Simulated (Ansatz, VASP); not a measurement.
# Y2Si3O: VASP beside Ansatz

File INCAR:

```
PREC = Accurate
ENCUT = 520
EDIFF = 1E-6
ISMEAR = 0
SIGMA = 0.1
LREAL = False
LASPH = True
NELM = 100
ALGO = Normal
ISIF = 2
LWAVE = False
LCHARG = True
GGA = PE
LELF = True
LVHAR = True
NBANDS = 29
```

KPOINTS

```
regular mesh
0
Gamma
  6 6 2
```

The input POSCAR:

```
Y2Si3O
1.0
    4.3509729176     -1.7315648023      0.0000000000
    4.3509729176      1.7315648023      0.0000000000
   -0.6757163128      0.0000000000      7.6063278652
Y Si O
2 3 1
Direct
    0.4385478509      0.4385478509      0.7922518908
    0.5614521491      0.5614521491      0.2077481092
    0.2918528648      0.2918528648      0.4012916004
    0.7081471352      0.7081471352      0.5987083996
    0.0000000000      0.0000000000      0.5000000000
    0.0000000000      0.0000000000      0.0000000000
```

Input for Ansatz:

```yaml
crystal:
  lattice:
    - [4.3509729176, -1.7315648023, 0.0]
    - [4.3509729176, 1.7315648023, 0.0]
    - [-0.6757163128, 0.0, 7.6063278652]
  atoms:
    - { symbol: "Y", position: [0.4385478509, 0.4385478509, 0.7922518908] }
    - { symbol: "Y", position: [0.5614521491, 0.5614521491, 0.2077481092] }
    - { symbol: Si, position: [0.2918528648, 0.2918528648, 0.4012916004] }
    - { symbol: Si, position: [0.7081471352, 0.7081471352, 0.5987083996] }
    - { symbol: Si, position: [0.0, 0.0, 0.5] }
    - { symbol: O, position: [0.0, 0.0, 0.0] }
basis:
  ecutwfc: 420
kpoints:
  mp_grid: { grid: [6, 6, 2] }
hamiltonian:
  xc: pbe
scf:
  occupations: { method: gaussian, width: 0.1 }
  lower_state_search: "off"
output:
  forces: true
  stress: true
  eigenvalues: true
```

Change from the starting cell: the structure that the rattled cell fell into.

Alike in both runs: task single point; functional PBE; k mesh 6 × 6 × 2; occupations gaussian, width 0.1 eV; no spin polarisation.

|  | VASP | Ansatz |
| --- | --- | --- |
| version | VASP 6.6.1 | Ansatz 0.2.0 |
| potentials or method | VASP PAW PBE potentials, release 64 (Y_sv, Si, O), cutoff 520 eV | scalar-relativistic, plane waves, PAW |
| valence electrons in the cell | 40 | 40 |

|  | VASP | Ansatz | Ansatz less VASP |
| --- | --- | --- | --- |
| gap on the k mesh at the Fermi level (eV) | none | none | - |
| pressure (GPa) | 1.3 | 1.4 | +0.07 |
| traceless stress, the component that is largest in VASP (GPa) | 2.01 | 2.02 | +0.010 |
| rms of the force components (eV/Å) | 0.024 | 0.021 | -0.0030 |

Atom by atom the forces differ by 0.003 eV/Å (rms over components). A gap of «none» marks a metal or a gap that the smearing closes. With one functional, cell and mesh, what is left measures potentials, basis and numerics.

The k mesh is coarse, so the values compare programs but aren't converged.
